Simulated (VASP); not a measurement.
KAl4:

```
K Al
1.0
     5.26919    0.00000    0.00000
    -2.63460    4.56326    0.00000
     0.00000    0.00000    5.39123
K Al
1 4
Direct
  0.00000 0.00000 0.00000
  0.33333 0.66667 0.00000
  0.66667 0.33333 0.00000
  0.33333 0.66667 0.50000
  0.66667 0.33333 0.50000
```

```yaml
Program: VASP 6.6.1
Task: relaxation of cell and atoms
Functional: PBE
Potentials_or_basis: VASP PAW PBE potentials, release 64 (K_sv, Al)
Cutoff: 600 eV
k_mesh: 9 × 9 × 8
Occupations: gaussian, width 0.1 eV
Spin: no spin polarisation
```

At the start: pressure 0.2 GPa; volume 25.93 Å³/atom.

Q: How do energy, volume and symmetry change on relaxing?

A: Over 7 steps the energy falls by 13.9 meV/atom and the volume is 26.75 Å³/atom (+3.2 %); space group P6/mmm (No. 191, to 0.05 Å).

The path:
```tsv
step	energy change (eV)	largest force (eV/Å)	pressure (GPa)	volume (Å³)
1	0.0000	0.0000	0.19	129.63
2	-0.0377	0.0000	0.30	130.18
3	-0.0246	0.0000	1.33	131.52
4	-0.0639	0.0000	0.55	130.77
5	-0.0643	0.0000	0.61	130.86
6	-0.0694	0.0000	0.05	133.43
7	-0.0695	0.0000	-0.01	133.74
```

Final structure:
```cif
data_structure
_symmetry_space_group_name_H-M 'P 1'
_symmetry_Int_Tables_number 1
_cell_length_a 5.4371
_cell_length_b 5.4371
_cell_length_c 5.2238
_cell_angle_alpha 90.000
_cell_angle_beta 90.000
_cell_angle_gamma 120.000
_cell_volume 133.74
loop_
_atom_site_label
_atom_site_type_symbol
_atom_site_fract_x
_atom_site_fract_y
_atom_site_fract_z
_atom_site_occupancy
K1 K 0.00000 0.00000 0.00000 1
Al1 Al 0.33333 0.66667 0.00000 1
Al2 Al 0.66667 0.33333 0.00000 1
Al3 Al 0.33333 0.66667 0.50000 1
Al4 Al 0.66667 0.33333 0.50000 1
```
